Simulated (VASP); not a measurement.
Runs of VASP 6.6.1 on LaPb3. The structure is that of space group Pm-3m (No. 221), or close to it. The cells are those of the table. 

```csv
cell,gap on the mesh (eV),pressure (GPa)
"a = 5.012 Å, 4 atoms",none,-5.2
"a = 4.933 Å, 4 atoms",none,-3.2
"a = 4.767 Å, 4 atoms",none,2.8
"a = 4.810 Å, 4 atoms",none,1.0
"a = 4.973 Å, 4 atoms",none,(b)
"a = 4.852 Å, 4 atoms",none,(a)
```

Alike in all rows: task single point; level LDA; potentials or basis VASP PAW LDA potentials, release 64 (La, Pb_d); no spin polarisation; k mesh 5 × 5 × 5; cutoff (eV) 520; smearing gaussian 0.1 eV.

**Question.** Estimate the missing entries.

**Answer.** (a) -0.6; (b) -4.3.

Caveats: spin-orbit coupling is left out, which moves the levels of the heavy elements.

A k mesh can miss the band edges, and the runs leave out spin-orbit coupling on La, Pb.

A gap of «none» marks levels without a gap at the run's occupations.
